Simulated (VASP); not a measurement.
# Fe3Ge (Pm-3m) in VASP: a series of runs

The runs below take Fe3Ge through single point, with PBEsol.

All numbers are computed with VASP 6.6.1; they aren't measurements. Logs are shortened: lines on timing, memory, paths and dates and some standing lists are left out, and cuts for length are marked.

## Step 1: The cell of the first run

The structure is cubic, space group Pm-3m (No. 221). Conventional cell: a = 3.661 Å, b = 3.661 Å, c = 3.661 Å, α = 90.00°, β = 90.00°, γ = 90.00°. Within 3.4 Å of Fe (site symmetry 4/mmm) lie 8 Fe at 2.59 Å and 4 Ge at 2.59 Å. Ge (site symmetry m-3m) has 12 Fe at 2.59 Å within 3.4 Å.

## Step 2: Single point, PBEsol, collinear spin, ferromagnetic start

INCAR reads:

```
SYSTEM = Fe3Ge
ALGO = Normal ; EDIFF = 1E-6
ENCUT = 520 ; GGA = PS
ISIF = 2 ; ISMEAR = 0
ISPIN = 2 ; LASPH = .True.
LCHARG = .False. ; LMAXMIX = 4
LORBIT = 11 ; LREAL = .False.
LWAVE = .False. ; MAGMOM = 4.18 4.18 4.18 0.58
NBANDS = 31 ; NELM = 150
NUPDOWN = 13.12 ; PREC = Accurate
SIGMA = 0.1
```

KPOINTS reads:

```
k-points
0
Gamma
  12 12 12
  0 0 0
```

POSCAR reads:

```
Fe3Ge
1.0
    3.6605005200      0.0000000000      0.0000000000
    0.0000000000      3.6605005200      0.0000000000
    0.0000000000      0.0000000000      3.6605005200
Fe Ge
3 1
Direct
    0.0000000000      0.5000000000      0.5000000000
    0.5000000000      0.5000000000      0.0000000000
    0.5000000000      0.0000000000      0.5000000000
    0.0000000000      0.0000000000      0.0000000000
```

Potentials or basis: VASP PAW PBE potentials, release 64 (Fe, Ge_d).

Run with:

```console
cat potpaw_PBE.64/Fe/POTCAR potpaw_PBE.64/Ge_d/POTCAR > POTCAR
mpirun -np 1 vasp_std > vasp.out
```

OUTCAR:

```text
SYSTEM = Fe3Ge
   EDIFF = 1E-6
   ENCUT = 520
   GGA = PS
   ISIF = 2
   ISMEAR = 0
   ISPIN = 2
   LASPH = .True.
   LORBIT = 11
   LREAL = .False.
   NELM = 150
   NUPDOWN = 13.12
   PREC = Accurate

 ion  position               nearest neighbor table
   1  0.000  0.500  0.500-   2 2.59   3 2.59   4 2.59   2 2.59   4 2.59   3 2.59   4 2.59   4 2.59
                             2 2.59   3 2.59   2 2.59   3 2.59
   2  0.500  0.500  0.000-   1 2.59   3 2.59   4 2.59   1 2.59   3 2.59   3 2.59   4 2.59   3 2.59
                             1 2.59   4 2.59   1 2.59   4 2.59
   3  0.500  0.000  0.500-   1 2.59   2 2.59   4 2.59   2 2.59   4 2.59   1 2.59   2 2.59   2 2.59
                             1 2.59   4 2.59   4 2.59   1 2.59
   4  0.000  0.000  0.000-   1 2.59   2 2.59   3 2.59   1 2.59   3 2.59   1 2.59   2 2.59   1 2.59
                             2 2.59   3 2.59   3 2.59   2 2.59

  LATTYP: Found a simple cubic cell.
 ALAT       =     3.6605005200

  Lattice vectors:

 A1 = (   3.6605005200,   0.0000000000,   0.0000000000)
 A2 = (   0.0000000000,   3.6605005200,   0.0000000000)
 A3 = (   0.0000000000,   0.0000000000,   3.6605005200)

Analysis of symmetry for initial positions (statically):
=====================================================================
 Subroutine PRICEL returns:
 Original cell was already a primitive cell.

 Routine SETGRP: Setting up the symmetry group for a
 simple cubic supercell.

 Subroutine GETGRP returns: Found 48 space group operations
 (whereof 48 operations were pure point group operations)
 out of a pool of 48 trial point group operations.

The static configuration has the point symmetry O_h .

Analysis of symmetry for dynamics (positions and initial velocities):
=====================================================================
 Subroutine PRICEL returns:
 Original cell was already a primitive cell.

 Routine SETGRP: Setting up the symmetry group for a
 simple cubic supercell.

 Subroutine GETGRP returns: Found 48 space group operations
 (whereof 48 operations were pure point group operations)
 out of a pool of 48 trial point group operations.

The dynamic configuration has the point symmetry O_h .

Analysis of structural, dynamic, and magnetic symmetry:
=====================================================================
 Subroutine PRICEL returns:
 Original cell was already a primitive cell.

 Routine SETGRP: Setting up the symmetry group for a
[... 131 lines left out ...]
  volume/ion in A,a.u.               =      12.26        82.75
  Fermi-wavevector in a.u.,A,eV,Ry     =   1.503588  2.841370 30.759742  2.260777
  Thomas-Fermi vector in A             =   2.614679
   LORBIT       =     11    0 simple, 1 ext, 2 COOP (PROOUT), +10 PAW based schemes
   GGA     = PS    functional components
   LHFCALC =     F    Hartree Fock is set to
   AEXX    =    0.0000 exact exchange contribution
   IVDW    =     0    specifies the selected vdW correction
   LEPSILON=     F    determine dielectric tensor
   LRPA    =     F    only Hartree local field effects (RPA)
 spin polarized calculation
 Gauss-broadening in eV      SIGMA  =   0.10
  energy-cutoff  :      520.00
  volume of cell :       49.05
 maximum number of plane-waves:      1357
 NGX is ok and might be reduce to    28
   NGX = 13   NGY = 13   NGZ = 13

 number of electron      38.0000021 magnetization      13.1199997

 Free energy of the ion-electron system (eV)
  ---------------------------------------------------
  ext. energy  EPLUGINS =         0.00000000
  ---------------------------------------------------
  free energy    TOTEN  =       -23.31271145 eV

  energy without entropy =      -23.29626126  energy(sigma->0) =      -23.30448636

 E-fermi :   5.8952     XC(G=0): -13.0556

 val. band max:       11.8701588895   @ k =   0.5000   0.5000   0.0000
 cond. band min:       5.9043151326   @ k =   0.2500   0.1667   0.0833
 fundamental gap:     -5.9658437568
 Fermi energy:        11.8731878755

 spin component 1

 k-point     1 :       0.0000    0.0000    0.0000
  band No.  band energies     occupation
      1     -15.8600      1.00000
      2     -15.8600      1.00000
      3     -15.8571      1.00000
      4     -15.8571      1.00000
      5     -15.8571      1.00000
      6      -5.0690      1.00000
[... 805 lines left out ...]
     30      16.7451      0.00000
     31      18.5532      0.00000

 [... further k-points ...]

 spin component 2

 k-point     1 :       0.0000    0.0000    0.0000
  band No.  band energies     occupation
      1     -15.7070      1.00000
      2     -15.7070      1.00000
      3     -15.6942      1.00000
      4     -15.6942      1.00000
      5     -15.6942      1.00000
      6      -3.8967      1.00000
[... 805 lines left out ...]
     30      18.3943      0.00000
     31      20.3776      0.00000

 [... further k-points ...]
[... 5 lines left out ...]
  --------------------------------------------------------------------------------------
  -------------------------------------------------------------------------------------
  Total       15.4693687     15.4693687     15.4693687     -0.0000000      0.0000000     -0.0000000
  in kB      505.3144922    505.3144922    505.3144922     -0.0000000      0.0000000     -0.0000000
  external PRESSURE =     505.3144922 kB  Pullay stress =       0.0000000 kB

 VOLUME and BASIS-vectors are now :
 -----------------------------------------------------------------------------
  energy-cutoff  :      520.00
  volume of cell :       49.05
      direct lattice vectors                 reciprocal lattice vectors
     3.660500520  0.000000000  0.000000000     0.273186684  0.000000000  0.000000000
     0.000000000  3.660500520  0.000000000     0.000000000  0.273186684  0.000000000
     0.000000000  0.000000000  3.660500520     0.000000000  0.000000000  0.273186684

 POSITION                                       TOTAL-FORCE (eV/Angst)
 -----------------------------------------------------------------------------------
      0.00000      1.83025      1.83025         0.000000      0.000000      0.000000
      1.83025      1.83025      0.00000         0.000000      0.000000      0.000000
      1.83025      0.00000      1.83025         0.000000      0.000000      0.000000
      0.00000      0.00000      0.00000         0.000000      0.000000      0.000000
 -----------------------------------------------------------------------------------
    total drift:                               -0.000000      0.000000      0.000000

  FREE ENERGIE OF THE ION-ELECTRON SYSTEM (eV)
  ---------------------------------------------------
  free  energy   TOTEN  =       -23.3127114535 eV

  energy  without entropy=      -23.2962612612  energy(sigma->0) =      -23.30448636

 total charge

# of ion       s       p       d       tot
------------------------------------------
    1        0.532   0.593   5.969   7.094
    2        0.532   0.593   5.969   7.094
    3        0.532   0.593   5.969   7.094
    4        1.168   1.400  10.124  12.693
--------------------------------------------------
tot          2.763   3.179  28.031  33.974

 magnetization (x)

# of ion       s       p       d       tot
------------------------------------------
    1        0.113   0.214   3.555   3.882
    2        0.113   0.214   3.555   3.882
    3        0.113   0.214   3.555   3.882
    4        0.169   0.330   0.101   0.599
--------------------------------------------------
tot          0.509   0.971  10.764  12.244
```

OSZICAR:

```text
N       E                     dE             d eps       ncg     rms          rms(c)
DAV:   1     0.317261662950E+03    0.31726E+03   -0.16625E+04 11783   0.263E+03
DAV:   2     0.139699695613E+02   -0.30329E+03   -0.28909E+03 10416   0.547E+02
DAV:   3    -0.273237068407E+02   -0.41294E+02   -0.40446E+02 11375   0.155E+02
DAV:   4    -0.288233048286E+02   -0.14996E+01   -0.14972E+01 12082   0.346E+01
DAV:   5    -0.288432956709E+02   -0.19991E-01   -0.19990E-01 11614   0.365E+00    0.268E+01
DAV:   6    -0.239014316335E+02    0.49419E+01   -0.30388E+01 12538   0.773E+01    0.245E+01
DAV:   7    -0.234069861095E+02    0.49445E+00   -0.28004E+00 12443   0.244E+01    0.141E+01
DAV:   8    -0.233657497484E+02    0.41236E-01   -0.12829E-01 13300   0.336E+00    0.636E+00
DAV:   9    -0.233135923982E+02    0.52157E-01   -0.23283E-02 15112   0.192E+00    0.590E-01
DAV:  10    -0.233127347184E+02    0.85768E-03   -0.57088E-03 14570   0.967E-01    0.132E-01
DAV:  11    -0.233127167440E+02    0.17974E-04   -0.80222E-04 12724   0.337E-01    0.113E-01
DAV:  12    -0.233127161968E+02    0.54719E-06   -0.30510E-05 11783   0.593E-02    0.378E-02
DAV:  13    -0.233127103235E+02    0.58733E-05   -0.74979E-06 14655   0.270E-02    0.218E-02
DAV:  14    -0.233127113576E+02   -0.10341E-05   -0.41338E-06 12102   0.219E-02    0.559E-03
DAV:  15    -0.233127114535E+02   -0.95907E-07   -0.32830E-07  5845   0.537E-03
   1 F= -.23312711E+02 E0= -.23304486E+02  d E =-.164502E-01  mag=    13.1200
```

stdout:

```text
POSCAR found type information on POSCAR FeGe
 POSCAR found :  2 types and       4 ions
 scaLAPACK will be used
 -----------------------------------------------------------------------------
|                                                                             |
|                                                                             |
|     You enforced a specific xc type in the INCAR file but a different       |
|     I HOPE YOU KNOW WHAT YOU ARE DOING!                                     |
|                                                                             |
 -----------------------------------------------------------------------------

 LDA part: xc-table for (Slater+PW92), standard interpolation
 POSCAR, INCAR and KPOINTS ok, starting setup
 FFT: planning ... GRIDC
 FFT: planning ... GRID_SOFT
 FFT: planning ... GRID
 WAVECAR not read
 entering main loop
```

It took 1.7 min on 1 thread of Intel Xeon 6975P-C (Granite Rapids), shared host; peak memory 0.3 GiB.

Results:

* Free energy: -23.3127 eV
* Pressure: 50.5 GPa
* Net moment: 13.12 μB per cell
* Site moments: Fe +3.88; Ge +0.60 μB
* Valence electrons inside the program's atomic spheres: Fe 7.09; Ge 12.69

Caveat: the cell stands under pressure; the PAW data sets were made with another functional, which shifts forces and pressure a little; the total moment is fixed, so each spin has its own Fermi level and the state may be an excited one.

## Step 3: Single point, PBEsol, collinear spin, ferromagnetic start

INCAR reads:

```
SYSTEM = Fe3Ge
ALGO = Normal
EDIFF = 1E-7
ENCUT = 520
GGA = PS
ISIF = 2
ISMEAR = 0
ISPIN = 2
LASPH = .TRUE.
LCHARG = .TRUE.
LELF = .TRUE.
LMAXMIX = 4
LORBIT = 11
LREAL = .FALSE.
LVHAR = .TRUE.
LWAVE = .FALSE.
MAGMOM = 4.6 4.6 4.6 0.77
NBANDS = 31
NELM = 150
NUPDOWN = 15.0
PREC = Accurate
SIGMA = 0.1
```

KPOINTS reads:

```
k-points
0
G
  12 12 12
  0 0 0
```

POSCAR is that of step 2.

Potentials or basis: VASP PAW PBE potentials, release 64 (Fe, Ge_d).

Run with:

```console
cat potpaw_PBE.64/Fe/POTCAR potpaw_PBE.64/Ge_d/POTCAR > POTCAR
mpirun -np 1 vasp_std > vasp.out
```

It took 1.7 min on 1 thread of Intel Xeon 6975P-C (Granite Rapids), shared host; peak memory 0.31 GiB.

Results (log left out):

| Item | Value |
| --- | --- |
| Free energy | -16.9697 eV |
| Pressure | 76.3 GPa |
| Net moment | 15.00 μB per cell |
| Site moments | Fe +4.32; Ge +0.80 μB |
| Valence electrons inside the program's atomic spheres | Fe 7.06; Ge 12.74 |

Caveat: the cell stands under pressure; the PAW data sets were made with another functional, which shifts forces and pressure a little; the total moment is fixed, so each spin has its own Fermi level and the state may be an excited one.
